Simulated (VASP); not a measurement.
# SiC (P-4m2) in VASP: single point with PBE

Aim: the single point of SiC with PBE.

All numbers are computed with VASP 6.6.1; they aren't measurements. Logs are shortened: lines on timing, memory, paths and dates and some standing lists are left out, and cuts for length are marked.

## Step 1: The cell of the first run

It takes space group P-4m2 (No. 115, tetragonal). The conventional cell has a = 3.097 Å, b = 3.097 Å, c = 4.380 Å, α = 90.00°, β = 90.00°, γ = 90.00°. Si (site symmetry -4m2) has 4 C at 1.94 Å within 2.6 Å. Si (site symmetry -4m2) has 4 C at 1.86 Å within 2.5 Å. C (site symmetry 2mm) has 4 Si at 1.86 to 1.94 Å within 2.5 Å.

## Step 2: Single point, PBE (mode 4 frozen in at +0.000 Å and mode 12 at -0.068 Å (largest displacements))

INCAR

```
PREC = Accurate
ENCUT = 520
EDIFF = 1E-6
ISMEAR = 0
SIGMA = 0.05
LREAL = F
LASPH = T
NELM = 60
ALGO = Normal
ISIF = 2
LWAVE = F
LCHARG = F
GGA = PE
NBANDS = 16
```

KPOINTS

```
Automatic mesh
0
Gamma
  10 10 6
```

POSCAR

```
SiC
1.0
    0.0000000000     -2.1898271435     -2.1898271435
    0.0000000000      2.1898271435     -2.1898271435
    4.3796542871      0.0000000000      0.0000000000
Si C
2 2
Direct
    0.5000000000      0.5000000000      0.5000000000
    0.0000000000      0.0000000000      0.0000000000
    1.0000000000      0.5000000000      0.2344736604
    0.5000000000      0.0000000000      0.7655263396
```

Potentials or basis: VASP PAW PBE potentials, release 64 (Si, C).

Started as:

```console
$ cat potpaw_PBE.64/Si/POTCAR potpaw_PBE.64/C/POTCAR > POTCAR
$ mpirun -np 1 vasp_std > vasp.out
```

OUTCAR:

```text
PREC = Accurate
   ENCUT = 520
   EDIFF = 1E-6
   ISMEAR = 0
   LREAL = F
   LASPH = T
   NELM = 60
   ISIF = 2
   GGA = PE

 ion  position               nearest neighbor table
   1  0.500  0.500  0.500-   3 1.94   4 1.94   4 1.94   3 1.94   2 3.10   2 3.10   2 3.10   2 3.10
                             2 3.10   2 3.10   2 3.10   2 3.10
   2  0.000  0.000  0.000-   3 1.86   4 1.86   3 1.86   4 1.86   1 3.10   1 3.10   1 3.10   1 3.10
                             1 3.10   1 3.10   1 3.10   1 3.10
   3  0.000  0.500  0.234-   2 1.86   2 1.86   1 1.94   1 1.94
   4  0.500  0.000  0.766-   2 1.86   2 1.86   1 1.94   1 1.94

  LATTYP: Found a simple tetragonal cell.
 ALAT       =     3.0968832456
 C/A-ratio  =     1.4142135624

  Lattice vectors:

 A1 = (   0.0000000000,  -2.1898271435,  -2.1898271435)
 A2 = (   0.0000000000,   2.1898271435,  -2.1898271435)
 A3 = (   4.3796542871,   0.0000000000,   0.0000000000)

Analysis of symmetry for initial positions (statically):
=====================================================================
 Subroutine PRICEL returns:
 Original cell was already a primitive cell.

 Routine SETGRP: Setting up the symmetry group for a
 simple tetragonal supercell.

 Subroutine GETGRP returns: Found  8 space group operations
 (whereof  8 operations were pure point group operations)
 out of a pool of 16 trial point group operations.

The static configuration has the point symmetry D_2d.

Analysis of symmetry for dynamics (positions and initial velocities):
=====================================================================
 Subroutine PRICEL returns:
 Original cell was already a primitive cell.

 Routine SETGRP: Setting up the symmetry group for a
 simple tetragonal supercell.

 Subroutine GETGRP returns: Found  8 space group operations
 (whereof  8 operations were pure point group operations)
 out of a pool of 16 trial point group operations.

The dynamic configuration has the point symmetry D_2d.

 Subroutine INISYM returns: Found  8 space group operations
 (whereof  8 operations are pure point group operations),
 and found     1 'primitive' translations

----------------------------------------------------------------------------------------

                                     Primitive cell

  volume of cell :      42.0039

  direct lattice vectors                    reciprocal lattice vectors
     0.000000000 -2.189827144 -2.189827144     0.000000000 -0.228328524 -0.228328524
     0.000000000  2.189827144 -2.189827144     0.000000000  0.228328524 -0.228328524
     4.379654287  0.000000000  0.000000000     0.228328524  0.000000000  0.000000000

  length of vectors
     3.096883246  3.096883246  4.379654287     0.322905296  0.322905296  0.228328524

  position of ions in fractional coordinates (direct lattice)
     0.500000000  0.500000000  0.500000000
     0.000000000  0.000000000  0.000000000
     0.000000000  0.500000000  0.234473660
     0.500000000  0.000000000  0.765526340

  ion indices of the primitive-cell ions
   primitive index   ion index
                 1           1
                 2           2
                 3           3
                 4           4

----------------------------------------------------------------------------------------

 KPOINTS: Automatic mesh

Automatic generation of k-mesh.
 Grid dimensions read from file:
 generate k-points for:   10   10    6

 Generating k-lattice:

  Cartesian coordinates                     Fractional coordinates (reciprocal lattice)
     0.000000000 -0.022832852 -0.022832852     0.100000000  0.000000000  0.000000000
     0.000000000  0.022832852 -0.022832852     0.000000000  0.100000000  0.000000000
     0.038054754  0.000000000  0.000000000     0.000000000  0.000000000  0.166666667

  Length of vectors
     0.032290530  0.032290530  0.038054754

  Shift w.r.t. Gamma in fractional coordinates (k-lattice)
     0.000000000  0.000000000  0.000000000

 Subroutine IBZKPT returns following result:
 ===========================================

 Found     84 irreducible k-points:

 Following reciprocal coordinates:
            Coordinates               Weight
  0.000000  0.000000  0.000000      1.000000
  0.100000  0.000000  0.000000      4.000000
  0.200000  0.000000  0.000000      4.000000
  0.300000  0.000000  0.000000      4.000000
  0.400000  0.000000  0.000000      4.000000
  0.500000  0.000000  0.000000      2.000000
[... 16 lines left out ...]
  0.100000  0.000000  0.166667      8.000000
  0.200000  0.000000  0.166667      8.000000
 [... further k-points ...]
   k-points           NKPTS =     84   k-points in BZ     NKDIM =     84   number of bands    NBANDS=     16
   number of dos      NEDOS =    301   number of ions     NIONS =      4
   total plane-waves  NPLWV =  20736
   dimension x,y,z NGX =    24 NGY =   24 NGZ =   36
   dimension x,y,z NGXF=    48 NGYF=   48 NGZF=   72
   ions per type =               2   2
   NGX,Y,Z   is equivalent  to a cutoff of  12.88, 12.88, 13.67 a.u.
   NGXF,Y,Z  is equivalent  to a cutoff of  25.77, 25.77, 27.33 a.u.
 SYSTEM =  unknown system
   PREC   = accura    normal or accurate (medium, high low for compatibility)
   ISTART =      0    job   : 0-new  1-cont  2-samecut
   ICHARG =      2    charge: 1-file 2-atom 10-const
   ISPIN  =      1    spin polarized calculation?
   LNONCOLLINEAR =      F non collinear calculations
   LSORBIT =      F    spin-orbit coupling
   LASPH  =      T    aspherical Exc in radial PAW
   ENCUT  =  520.0 eV  38.22 Ry    6.18 a.u.   5.76  5.76  8.14*2*pi/ulx,y,z
   NELM   =     60;   NELMIN=  2; NELMDL= -5     # of ELM steps
   EDIFF  = 0.1E-05   stopping-criterion for ELM
   LREAL  =      F    real-space projection
   EDIFFG = 0.1E-04   stopping-criterion for IOM
   NSW    =      0    number of steps for IOM
   IBRION =     -1    ionic relax: 0-MD 1-quasi-New 2-CG
   NFREE  =      0    steps in history (QN), initial steepest desc. (CG)
   ISIF   =      2    stress and relaxation
   ISYM   =      2    0-nonsym 1-usesym 2-fastsym
   POTIM  = 0.5000    time-step for ionic-motion
   TEBEG  =    0.0;   TEEND  =   0.0 temperature during run
   PSTRESS=    0.0 pullay stress
   NELECT =      16.0000    total number of electrons
   NUPDOWN=      -1.0000    fix difference up-down
   EMIN   =  10.00;   EMAX   =-10.00  energy-range for DOS
   EFERMI =   0.00;   METHOD = LEGACY
   ISMEAR =     0;   SIGMA  =   0.05  broadening in eV -4-tet -1-fermi 0-gaus
   EFERMI_NEDOS =   21; number of points for ismear=-14 and -15
   IALGO  =     38    algorithm
   IMIX   =      4    mixing-type and parameters
     AMIX     =   0.40;   BMIX     =  1.00
     AMIX_MAG =   1.60;   BMIX_MAG =  1.00
  volume/ion in A,a.u.               =      10.50        70.86
  Fermi-wavevector in a.u.,A,eV,Ry     =   1.186729  2.242593 19.161444  1.408326
  Thomas-Fermi vector in A             =   2.322896
   LORBIT       =      0    0 simple, 1 ext, 2 COOP (PROOUT), +10 PAW based schemes
   GGA     = PE    functional components
   LHFCALC =     F    Hartree Fock is set to
   AEXX    =    0.0000 exact exchange contribution
   IVDW    =     0    specifies the selected vdW correction
   LEPSILON=     F    determine dielectric tensor
   LRPA    =     F    only Hartree local field effects (RPA)
 non-spin polarized calculation
 Gauss-broadening in eV      SIGMA  =   0.05
  energy-cutoff  :      520.00
  volume of cell :       42.00
 maximum number of plane-waves:      1176
 NGX is ok and might be reduce to    24
   NGX = 11   NGY = 11   NGZ = 17

 number of electron      15.9999997 magnetization

 Free energy of the ion-electron system (eV)
  ---------------------------------------------------
  ext. energy  EPLUGINS =         0.00000000
  ---------------------------------------------------
  free energy    TOTEN  =       -29.99043446 eV

  energy without entropy =      -29.99043446  energy(sigma->0) =      -29.99043446

 E-fermi :   8.2271     XC(G=0): -11.2922

 val. band max:        7.9654076761   @ k =   0.0000   0.0000   0.0000
 cond. band min:       9.3015406431   @ k =   0.5000   0.5000   0.0000
 fundamental gap:      1.3361329670
 Fermi energy:         8.2270715118

 k-point     1 :       0.0000    0.0000    0.0000
  band No.  band energies     occupation
      1      -7.3563      2.00000
      2      -2.3824      2.00000
      3       0.1950      2.00000
      4       4.7520      2.00000
      5       4.7520      2.00000
      6       7.8054      2.00000
[... 8 lines left out ...]
     15      21.5459      0.00000
     16      21.8682      0.00000

 k-point     2 :       0.1000    0.0000    0.0000
  band No.  band energies     occupation
      1      -7.2274      2.00000
      2      -2.3483      2.00000
      3       0.2955      2.00000
      4       4.0386      2.00000
      5       4.8483      2.00000
      6       7.3458      2.00000
[... 8 lines left out ...]
     15      21.1793      0.00000
     16      21.2930      0.00000

 k-point     3 :       0.2000    0.0000    0.0000
  band No.  band energies     occupation
      1      -6.8442      2.00000
      2      -2.3240      2.00000
      3       0.5579      2.00000
      4       2.8537      2.00000
      5       5.1292      2.00000
      6       6.0119      2.00000
[... 8 lines left out ...]
     15      19.8793      0.00000
     16      20.4697      0.00000

 k-point     4 :       0.3000    0.0000    0.0000
  band No.  band energies     occupation
      1      -6.2182      2.00000
      2      -2.5789      2.00000
      3       0.8429      2.00000
      4       2.3113      2.00000
      5       4.5420      2.00000
      6       5.5681      2.00000
[... 8 lines left out ...]
     15      18.9003      0.00000
     16      19.4845      0.00000
[... 324 lines left out ...]
 k-point    22 :       0.0000    0.0000    0.1667
  band No.  band energies     occupation
      1      -7.1790      2.00000
      2      -3.2529      2.00000
      3       1.1984      2.00000
      4       4.8935      2.00000
      5       4.8935      2.00000
      6       7.3234      2.00000
[... 8 lines left out ...]
     15      20.1336      0.00000
     16      21.3128      0.00000

 k-point    23 :       0.1000    0.0000    0.1667
  band No.  band energies     occupation
      1      -7.0511      2.00000
      2      -3.1769      2.00000
      3       1.1990      2.00000
      4       4.2633      2.00000
      5       4.9872      2.00000
      6       6.5203      2.00000
[... 8 lines left out ...]
     15      20.1326      0.00000
     16      20.7853      0.00000

 k-point    24 :       0.2000    0.0000    0.1667
  band No.  band energies     occupation
      1      -6.6711      2.00000
      2      -2.9967      2.00000
      3       1.0155      2.00000
      4       3.3880      2.00000
      5       5.1098      2.00000
      6       5.2594      2.00000
[... 8 lines left out ...]
     15      19.5763      0.00000
     16      19.6009      0.00000

 [... further k-points ...]

------------------------ aborting loop because EDIFF is reached ----------------------------------------

  FORCE on cell =-STRESS in cart. coord.  units (eV):
  Direction    XX          YY          ZZ          XY          YZ          ZX
  --------------------------------------------------------------------------------------
  -------------------------------------------------------------------------------------
  Total       -0.0689530      0.3434374      0.3434374      0.0000000      0.0000000      0.0000000
  in kB       -2.6301114     13.0999207     13.0999207      0.0000000      0.0000000      0.0000000
  external PRESSURE =       7.8565767 kB  Pullay stress =       0.0000000 kB

 VOLUME and BASIS-vectors are now :
 -----------------------------------------------------------------------------
  energy-cutoff  :      520.00
  volume of cell :       42.00
      direct lattice vectors                 reciprocal lattice vectors
     0.000000000 -2.189827144 -2.189827144     0.000000000 -0.228328524 -0.228328524
     0.000000000  2.189827144 -2.189827144     0.000000000  0.228328524 -0.228328524
     4.379654287  0.000000000  0.000000000     0.228328524  0.000000000  0.000000000

 POSITION                                       TOTAL-FORCE (eV/Angst)
 -----------------------------------------------------------------------------------
      2.18983      0.00000     -2.18983         0.000000      0.000000      0.000000
      0.00000      0.00000      0.00000         0.000000     -0.000000     -0.000000
      1.02691      1.09491     -1.09491         1.930113      0.000000     -0.000000
      3.35274     -1.09491     -1.09491        -1.930113     -0.000000     -0.000000
 -----------------------------------------------------------------------------------
    total drift:                                0.000000      0.000000     -0.000000

  FREE ENERGIE OF THE ION-ELECTRON SYSTEM (eV)
  ---------------------------------------------------
  free  energy   TOTEN  =       -29.9904344558 eV

  energy  without entropy=      -29.9904344558  energy(sigma->0) =      -29.99043446
```

Wall time 1.9 min (1 thread of AMD EPYC 7R13, shared host); peak memory 0.15 GiB.

What came out:

```
Free energy            : -29.9904 eV
Pressure               : 0.8 GPa
Largest force          : 1.930 eV/Å
Band gap on the k mesh : 1.34 eV
```

Forces in eV/Å, atoms in the order of the input:
```
Si   0.000  0.000  0.000
Si   0.000  0.000  0.000
C    1.930  0.000  0.000
C   -1.930  0.000  0.000
```

Stress tensor (GPa, compression positive):
```
-0.26  0.00  0.00
 0.00  1.31  0.00
 0.00  0.00  1.31
```

Levels at points of the mesh, in eV from the valence-band top:
| k point | band 5 | band 6 | band 7 | band 8 | band 9 | band 10 | band 11 | band 12 |
| --- | --- | --- | --- | --- | --- | --- | --- | --- |
| (0.00, 0.00, 0.00) | -3.21 | -0.16 | 0.00 | 0.00 | 1.50 | 4.24 | 5.97 | 7.14 |
| (0.50, 0.00, 0.00) | -4.45 | -4.18 | -1.45 | -0.97 | 5.15 | 5.67 | 8.25 | 8.55 |
| (0.50, 0.50, 0.00) | -3.29 | -3.17 | -3.17 | -3.03 | 1.34 | 1.34 | 3.84 | 4.56 |
| (0.00, 0.00, 0.50) | -2.24 | -2.24 | -1.65 | -1.65 | 3.98 | 3.99 | 6.11 | 6.42 |
| (0.50, 0.00, 0.50) | -1.34 | -1.08 | -1.03 | -0.83 | 5.19 | 5.23 | 6.92 | 6.96 |
| (0.50, 0.50, 0.50) | -5.01 | -4.87 | -4.65 | -4.65 | 5.16 | 5.16 | 8.56 | 9.26 |

Caveat: the cell differs from its parent crystal (mode 4 frozen in at +0.000 Å and mode 12 at -0.068 Å (largest displacements)); forces of over 1 eV/Å act on the atoms, so gaps and moduli don't describe the material at rest.
